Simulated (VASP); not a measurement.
# Hg3P2 (R-3m) in VASP: a series of runs

Runs on Hg3P2. Level: PBE. Tasks: single point.

Everything below comes from runs of VASP 6.6.1. Logs are shortened: lines on timing, memory, paths and dates and some standing lists are left out, and cuts for length are marked.

**1. The cell of the first run**

Symmetry: R-3m, No. 166, trigonal system. Conventional cell: a = 7.258 Å, b = 7.258 Å, c = 11.381 Å, α = 90.00°, β = 90.00°, γ = 120.00°. Within 3.2 Å of Hg (site symmetry 2/m) lie 2 P at 2.44 Å. Within 3.2 Å of P (site symmetry 3m) lie 3 Hg at 2.44 Å.

**2. Single point, PBE (34.61 Å³/atom)**

INCAR reads:

```
SYSTEM = Hg3P2
PREC = Accurate
ENCUT = 520
EDIFF = 1E-6
ISMEAR = 0
SIGMA = 0.02
LREAL = .False.
LASPH = .True.
NELM = 80
ALGO = Normal
ISIF = 2
LWAVE = .False.
LCHARG = .True.
GGA = PE
LELF = .True.
LVHAR = .True.
NBANDS = 31
```

KPOINTS reads:

```
regular mesh
0
Gamma
  6 6 6
  0 0 0
```

POSCAR reads:

```
Hg3P2
1.0
    3.6289732408      2.0951886775      3.7936606728
   -3.6289732408      2.0951886775      3.7936606728
    0.0000000000     -4.1903773550      3.7936606728
Hg P
3 2
Direct
    0.5000000000      0.0000000000      0.0000000000
    0.0000000000      0.5000000000      0.0000000000
    0.0000000000      0.0000000000      0.5000000000
    0.2773236885      0.2773236885      0.2773236885
    0.7226763115      0.7226763115      0.7226763115
```

Potentials or basis: VASP PAW PBE potentials, release 64 (Hg, P).

Run with:

```bash
cat potpaw_PBE.64/Hg/POTCAR potpaw_PBE.64/P/POTCAR > POTCAR
mpirun -np 1 vasp_std > vasp.out
```

OUTCAR:

```text
SYSTEM = Hg3P2
   PREC = Accurate
   ENCUT = 520
   EDIFF = 1E-6
   ISMEAR = 0
   LREAL = .False.
   LASPH = .True.
   NELM = 80
   ISIF = 2
   GGA = PE

 ion  position               nearest neighbor table
   1  0.500  0.000  0.000-   4 2.44   5 2.44   2 3.63   2 3.63   3 3.63   3 3.63
   2  0.000  0.500  0.000-   4 2.44   5 2.44   1 3.63   1 3.63   3 3.63   3 3.63
   3  0.000  0.000  0.500-   4 2.44   5 2.44   1 3.63   2 3.63   2 3.63   1 3.63
   4  0.277  0.277  0.277-   1 2.44   2 2.44   3 2.44
   5  0.723  0.723  0.723-   1 2.44   2 2.44   3 2.44

  LATTYP: Found a trigonal (rhomboedric) cell.
 ALAT       =     5.6525325012
 COS(alpha) =     0.1756504769

  Lattice vectors:

 A1 = (   3.6289732408,   2.0951886775,   3.7936606728)
 A2 = (  -3.6289732408,   2.0951886775,   3.7936606728)
 A3 = (   0.0000000000,  -4.1903773550,   3.7936606728)

Analysis of symmetry for initial positions (statically):
=====================================================================
 Subroutine PRICEL returns:
 Original cell was already a primitive cell.

 Routine SETGRP: Setting up the symmetry group for a
 trigonal (rhombohedral) supercell.

 Subroutine GETGRP returns: Found 12 space group operations
 (whereof 12 operations were pure point group operations)
 out of a pool of 12 trial point group operations.

The static configuration has the point symmetry D_3d.

Analysis of symmetry for dynamics (positions and initial velocities):
=====================================================================
 Subroutine PRICEL returns:
 Original cell was already a primitive cell.

 Routine SETGRP: Setting up the symmetry group for a
 trigonal (rhombohedral) supercell.

 Subroutine GETGRP returns: Found 12 space group operations
 (whereof 12 operations were pure point group operations)
 out of a pool of 12 trial point group operations.

The dynamic configuration has the point symmetry D_3d.

 Subroutine INISYM returns: Found 12 space group operations
 (whereof 12 operations are pure point group operations),
 and found     1 'primitive' translations

----------------------------------------------------------------------------------------

                                     Primitive cell

  volume of cell :     173.0679

  direct lattice vectors                    reciprocal lattice vectors
     3.628973241  2.095188677  3.793660673     0.137780018  0.079547331  0.087865880
    -3.628973241  2.095188677  3.793660673    -0.137780018  0.079547331  0.087865880
     0.000000000 -4.190377355  3.793660673     0.000000000 -0.159094661  0.087865880

  length of vectors
     5.652532501  5.652532501  5.652532501     0.181745768  0.181745768  0.181745768

  position of ions in fractional coordinates (direct lattice)
     0.500000000  1.000000000  0.000000000
     1.000000000  0.500000000  0.000000000
     0.000000000  0.000000000  0.500000000
     0.277323688  0.277323688  0.277323688
     0.722676312  0.722676312  0.722676312

  ion indices of the primitive-cell ions
   primitive index   ion index
                 1           1
                 2           2
                 3           3
                 4           4
                 5           5

----------------------------------------------------------------------------------------

 KPOINTS: regular mesh

Automatic generation of k-mesh.
 Grid dimensions read from file:
 generate k-points for:    6    6    6

 Generating k-lattice:

  Cartesian coordinates                     Fractional coordinates (reciprocal lattice)
     0.022963336  0.013257888  0.014644313     0.166666667  0.000000000  0.000000000
    -0.022963336  0.013257888  0.014644313     0.000000000  0.166666667  0.000000000
     0.000000000 -0.026515777  0.014644313     0.000000000  0.000000000  0.166666667

  Length of vectors
     0.030290961  0.030290961  0.030290961

  Shift w.r.t. Gamma in fractional coordinates (k-lattice)
     0.000000000  0.000000000  0.000000000

 Subroutine IBZKPT returns following result:
 ===========================================

 Found     32 irreducible k-points:

 Following reciprocal coordinates:
            Coordinates               Weight
  0.000000  0.000000  0.000000      1.000000
  0.166667 -0.000000  0.000000      6.000000
  0.333333  0.000000  0.000000      6.000000
  0.500000 -0.000000  0.000000      3.000000
  0.166667  0.166667 -0.000000      6.000000
  0.333333  0.166667  0.000000     12.000000
[... 16 lines left out ...]
  0.500000  0.500000  0.166667      6.000000
 -0.333333  0.500000  0.166667     12.000000
 [... further k-points ...]
   k-points           NKPTS =     32   k-points in BZ     NKDIM =     32   number of bands    NBANDS=     31
   number of dos      NEDOS =    301   number of ions     NIONS =      5
   total plane-waves  NPLWV =  74088
   dimension x,y,z NGX =    42 NGY =   42 NGZ =   42
   dimension x,y,z NGXF=    84 NGYF=   84 NGZF=   84
   ions per type =               3   2
   NGX,Y,Z   is equivalent  to a cutoff of  12.35, 12.35, 12.35 a.u.
   NGXF,Y,Z  is equivalent  to a cutoff of  24.71, 24.71, 24.71 a.u.
 SYSTEM =  Hg3P2
   PREC   = accura    normal or accurate (medium, high low for compatibility)
   ISTART =      0    job   : 0-new  1-cont  2-samecut
   ICHARG =      2    charge: 1-file 2-atom 10-const
   ISPIN  =      1    spin polarized calculation?
   LNONCOLLINEAR =      F non collinear calculations
   LSORBIT =      F    spin-orbit coupling
   LASPH  =      T    aspherical Exc in radial PAW
   ENCUT  =  520.0 eV  38.22 Ry    6.18 a.u.  10.51 10.51 10.51*2*pi/ulx,y,z
   NELM   =     80;   NELMIN=  2; NELMDL= -5     # of ELM steps
   EDIFF  = 0.1E-05   stopping-criterion for ELM
   LREAL  =      F    real-space projection
   EDIFFG = 0.1E-04   stopping-criterion for IOM
   NSW    =      0    number of steps for IOM
   IBRION =     -1    ionic relax: 0-MD 1-quasi-New 2-CG
   NFREE  =      0    steps in history (QN), initial steepest desc. (CG)
   ISIF   =      2    stress and relaxation
   ISYM   =      2    0-nonsym 1-usesym 2-fastsym
   POTIM  = 0.5000    time-step for ionic-motion
   TEBEG  =    0.0;   TEEND  =   0.0 temperature during run
   PSTRESS=    0.0 pullay stress
   NELECT =      46.0000    total number of electrons
   NUPDOWN=      -1.0000    fix difference up-down
   EMIN   =  10.00;   EMAX   =-10.00  energy-range for DOS
   EFERMI =   0.00;   METHOD = LEGACY
   ISMEAR =     0;   SIGMA  =   0.02  broadening in eV -4-tet -1-fermi 0-gaus
   EFERMI_NEDOS =   21; number of points for ismear=-14 and -15
   IALGO  =     38    algorithm
   IMIX   =      4    mixing-type and parameters
     AMIX     =   0.40;   BMIX     =  1.00
     AMIX_MAG =   1.60;   BMIX_MAG =  1.00
  volume/ion in A,a.u.               =      34.61       233.58
  Fermi-wavevector in a.u.,A,eV,Ry     =   1.052580  1.989088 15.074238  1.107925
  Thomas-Fermi vector in A             =   2.187668
   LORBIT       =      0    0 simple, 1 ext, 2 COOP (PROOUT), +10 PAW based schemes
   GGA     = PE    functional components
   LHFCALC =     F    Hartree Fock is set to
   AEXX    =    0.0000 exact exchange contribution
   IVDW    =     0    specifies the selected vdW correction
   LEPSILON=     F    determine dielectric tensor
   LRPA    =     F    only Hartree local field effects (RPA)
 non-spin polarized calculation
 Gauss-broadening in eV      SIGMA  =   0.02
  energy-cutoff  :      520.00
  volume of cell :      173.07
 maximum number of plane-waves:      4691
   NGX = 21   NGY = 21   NGZ = 21

 number of electron      45.9999997 magnetization

 Free energy of the ion-electron system (eV)
  ---------------------------------------------------
  ext. energy  EPLUGINS =         0.00000000
  ---------------------------------------------------
  free energy    TOTEN  =       -10.77294839 eV

  energy without entropy =      -10.77294839  energy(sigma->0) =      -10.77294839

 E-fermi :   0.1358     XC(G=0):  -7.9432

 val. band max:        0.0412087231   @ k =   0.5000   0.5000   0.0000
 cond. band min:       2.0094427442   @ k =   0.0000   0.0000   0.0000
 fundamental gap:      1.9682340211
 Fermi energy:         0.1357708830

 k-point     1 :       0.0000    0.0000    0.0000
  band No.  band energies     occupation
      1     -10.8108      2.00000
      2      -8.8226      2.00000
      3      -7.1792      2.00000
      4      -7.1792      2.00000
      5      -6.6545      2.00000
      6      -6.3653      2.00000
[... 23 lines left out ...]
     30       6.7823      0.00000
     31       6.7823      0.00000

 k-point     2 :       0.1667   -0.0000    0.0000
  band No.  band energies     occupation
      1     -10.7321      2.00000
      2      -9.0648      2.00000
      3      -7.1436      2.00000
      4      -6.9471      2.00000
      5      -6.6181      2.00000
      6      -6.3510      2.00000
[... 23 lines left out ...]
     30       6.2798      0.00000
     31       6.3104      0.00000

 k-point     3 :       0.3333    0.0000    0.0000
  band No.  band energies     occupation
      1     -10.5135      2.00000
      2      -9.5217      2.00000
      3      -7.0653      2.00000
      4      -6.5969      2.00000
      5      -6.5284      2.00000
      6      -6.3114      2.00000
[... 23 lines left out ...]
     30       5.1051      0.00000
     31       5.5194      0.00000

 k-point     4 :       0.5000   -0.0000    0.0000
  band No.  band energies     occupation
      1     -10.3090      2.00000
      2      -9.8213      2.00000
      3      -7.0215      2.00000
      4      -6.5025      2.00000
      5      -6.4489      2.00000
      6      -6.2765      2.00000
[... 635 lines left out ...]
     30       5.6179      0.00000
     31       6.0459      0.00000

 k-point    23 :       0.5000    0.5000    0.1667
  band No.  band energies     occupation
      1     -10.4445      2.00000
      2      -9.5281      2.00000
      3      -7.0719      2.00000
      4      -6.6284      2.00000
      5      -6.4791      2.00000
      6      -6.2848      2.00000
[... 23 lines left out ...]
     30       6.4315      0.00000
     31       6.9188      0.00000

 k-point    24 :      -0.3333    0.5000    0.1667
  band No.  band energies     occupation
      1     -10.2910      2.00000
      2      -9.7768      2.00000
      3      -7.0246      2.00000
      4      -6.5204      2.00000
      5      -6.4163      2.00000
      6      -6.2664      2.00000
[... 23 lines left out ...]
     30       6.0729      0.00000
     31       6.3053      0.00000

 [... further k-points ...]
[... 5 lines left out ...]
  --------------------------------------------------------------------------------------
  -------------------------------------------------------------------------------------
  Total        0.0924314      0.0924314      0.0188383      0.0000000     -0.0000000     -0.0000000
  in kB        0.8556842      0.8556842      0.1743952      0.0000000     -0.0000000     -0.0000000
  external PRESSURE =       0.6285879 kB  Pullay stress =       0.0000000 kB

 VOLUME and BASIS-vectors are now :
 -----------------------------------------------------------------------------
  energy-cutoff  :      520.00
  volume of cell :      173.07
      direct lattice vectors                 reciprocal lattice vectors
     3.628973241  2.095188677  3.793660673     0.137780018  0.079547331  0.087865880
    -3.628973241  2.095188677  3.793660673    -0.137780018  0.079547331  0.087865880
     0.000000000 -4.190377355  3.793660673     0.000000000 -0.159094661  0.087865880

 POSITION                                       TOTAL-FORCE (eV/Angst)
 -----------------------------------------------------------------------------------
      1.81449      1.04759      1.89683        -0.000000      0.000000     -0.000000
     -1.81449      1.04759      1.89683        -0.000000      0.000000     -0.000000
      0.00000     -2.09519      1.89683        -0.000000      0.000000     -0.000000
      0.00000      0.00000      3.15622         0.000000     -0.000000      0.077039
      0.00000      0.00000      8.22477         0.000000     -0.000000     -0.077039
 -----------------------------------------------------------------------------------
    total drift:                               -0.000000      0.000000     -0.000000

  FREE ENERGIE OF THE ION-ELECTRON SYSTEM (eV)
  ---------------------------------------------------
  free  energy   TOTEN  =       -10.7729483895 eV

  energy  without entropy=      -10.7729483895  energy(sigma->0) =      -10.77294839
```

Wall time 67 s (1 thread of Intel Xeon 6975P-C (Granite Rapids), shared host); peak memory 0.34 GiB.

What came out:

```
Free energy            : -10.7729 eV
Pressure               : 0.1 GPa
Largest force          : 0.077 eV/Å
Band gap on the k mesh : 1.97 eV (least direct gap 2.08 eV)
```

Forces in eV/Å, atoms in the order of the input:
```
Hg   0.000  0.000  0.000
Hg   0.000  0.000  0.000
Hg   0.000  0.000  0.000
P    0.000  0.000  0.077
P    0.000  0.000 -0.077
```

Levels at points of the mesh, in eV from the valence-band top:
```
           k point  band 21  band 22  band 23  band 24  band 25  band 26
(0.00, 0.00, 0.00)    -0.95    -0.95    -0.66     1.97     1.97     2.49
(0.50, 0.00, 0.00)    -1.14    -0.91    -0.27     3.48     3.63     4.03
(0.50, 0.50, 0.00)    -0.62    -0.44     0.00     2.08     2.41     2.81
(0.50, 0.50, 0.50)    -1.82    -1.82    -1.53     2.74     4.28     4.28
```

Caveat: spin-orbit coupling is left out, which moves the levels of the heavy elements. A k mesh can miss the band edges.

**3. Single point, PBE (35.92 Å³/atom)**

This run uses another cell than the first one, of 35.92 Å³/atom.

INCAR reads:

```
SYSTEM = Hg3P2
PREC = Accurate ; ENCUT = 520
EDIFF = 1E-6 ; ISMEAR = 0
SIGMA = 0.02 ; LREAL = .FALSE.
LASPH = .TRUE. ; NELM = 100
ALGO = Normal ; ISIF = 2
LWAVE = .FALSE. ; LCHARG = .TRUE.
GGA = PE ; LELF = .TRUE.
LVHAR = .TRUE. ; NBANDS = 31
```

KPOINTS reads:

```
regular mesh
0
G
  6 6 6
  0 0 0
```

POSCAR reads:

```
Hg3P2
1.0
    3.6335908819      2.0978546738      3.9268180614
   -3.6335908819      2.0978546738      3.9268180614
    0.0000000000     -4.1957093476      3.9268180614
Hg P
3 2
Direct
    0.5000000000      0.0000000000      0.0000000000
    0.0000000000      0.5000000000      0.0000000000
    0.0000000000      0.0000000000      0.5000000000
    0.2731518217      0.2731518217      0.2731518217
    0.7268481783      0.7268481783      0.7268481783
```

Potentials or basis: VASP PAW PBE potentials, release 64 (Hg, P).

Run with:

```bash
cat potpaw_PBE.64/Hg/POTCAR potpaw_PBE.64/P/POTCAR > POTCAR
mpirun -np 1 vasp_std > vasp.out
```

OUTCAR:

```text
SYSTEM = Hg3P2
   PREC = Accurate
   ENCUT = 520
   EDIFF = 1E-6
   ISMEAR = 0
   LREAL = .FALSE.
   LASPH = .TRUE.
   NELM = 100
   ISIF = 2
   GGA = PE

 ion  position               nearest neighbor table
   1  0.500  0.000  0.000-   4 2.44   5 2.44   2 3.63   2 3.63   3 3.63   3 3.63
   2  0.000  0.500  0.000-   4 2.44   5 2.44   1 3.63   1 3.63   3 3.63   3 3.63
   3  0.000  0.000  0.500-   4 2.44   5 2.44   1 3.63   2 3.63   2 3.63   1 3.63
   4  0.273  0.273  0.273-   1 2.44   2 2.44   3 2.44
   5  0.727  0.727  0.727-   1 2.44   2 2.44   3 2.44

  LATTYP: Found a trigonal (rhomboedric) cell.
 ALAT       =     5.7466404983
 COS(alpha) =     0.2003977794

  Lattice vectors:

 A1 = (   3.6335908819,   2.0978546738,   3.9268180614)
 A2 = (  -3.6335908819,   2.0978546738,   3.9268180614)
 A3 = (   0.0000000000,  -4.1957093476,   3.9268180614)

Analysis of symmetry for initial positions (statically):
=====================================================================
 Subroutine PRICEL returns:
 Original cell was already a primitive cell.

 Routine SETGRP: Setting up the symmetry group for a
[... 170 lines left out ...]
  ---------------------------------------------------
  free energy    TOTEN  =       -10.76750073 eV

  energy without entropy =      -10.76750073  energy(sigma->0) =      -10.76750073

 E-fermi :  -0.0251     XC(G=0):  -7.7487

 val. band max:       -0.1489424659   @ k =   0.5000   0.5000   0.0000
 cond. band min:       1.9152978012   @ k =   0.0000   0.0000   0.0000
 fundamental gap:      2.0642402671
 Fermi energy:        -0.0251428423

 k-point     1 :       0.0000    0.0000    0.0000
  band No.  band energies     occupation
      1     -10.9742      2.00000
      2      -9.0083      2.00000
      3      -7.3560      2.00000
      4      -7.3560      2.00000
      5      -6.8238      2.00000
      6      -6.5424      2.00000
[... 805 lines left out ...]
     30       5.7751      0.00000
     31       5.9839      0.00000

 [... further k-points ...]
[... 5 lines left out ...]
  --------------------------------------------------------------------------------------
  -------------------------------------------------------------------------------------
  Total        0.0282718      0.0282718     -0.0417968      0.0000000      0.0000000      0.0000000
  in kB        0.2522086      0.2522086     -0.3728636      0.0000000      0.0000000      0.0000000
  external PRESSURE =       0.0438512 kB  Pullay stress =       0.0000000 kB

 VOLUME and BASIS-vectors are now :
 -----------------------------------------------------------------------------
  energy-cutoff  :      520.00
  volume of cell :      179.60
      direct lattice vectors                 reciprocal lattice vectors
     3.633590882  2.097854674  3.926818061     0.137604925  0.079446240  0.084886371
    -3.633590882  2.097854674  3.926818061    -0.137604925  0.079446240  0.084886371
     0.000000000 -4.195709348  3.926818061     0.000000000 -0.158892481  0.084886371

 POSITION                                       TOTAL-FORCE (eV/Angst)
 -----------------------------------------------------------------------------------
      1.81680      1.04893      1.96341        -0.000000     -0.000000      0.000000
     -1.81680      1.04893      1.96341        -0.000000     -0.000000      0.000000
      0.00000     -2.09785      1.96341         0.000000     -0.000000      0.000000
      0.00000      0.00000      3.21785        -0.000000     -0.000000      0.075817
      0.00000      0.00000      8.56260        -0.000000      0.000000     -0.075817
 -----------------------------------------------------------------------------------
    total drift:                                0.000000     -0.000000      0.000000

  FREE ENERGIE OF THE ION-ELECTRON SYSTEM (eV)
  ---------------------------------------------------
  free  energy   TOTEN  =       -10.7675007341 eV

  energy  without entropy=      -10.7675007341  energy(sigma->0) =      -10.76750073
```

Run time: 77 s. Hardware: 1 thread of Intel Xeon 6975P-C (Granite Rapids), shared host; peak memory 0.4 GiB.

Results:

```yaml
Free_energy: -10.7675 eV
Pressure: 0.0 GPa
Largest_force: 0.076 eV/Å
Band_gap_on_the_k_mesh: 2.06 eV (least direct gap 2.13 eV)
```

Forces in eV/Å, atoms in the order of the input:
```
Hg   0.000  0.000  0.000
Hg   0.000  0.000  0.000
Hg   0.000  0.000  0.000
P    0.000  0.000  0.076
P    0.000  0.000 -0.076
```

Caveat: spin-orbit coupling is left out, which moves the levels of the heavy elements.
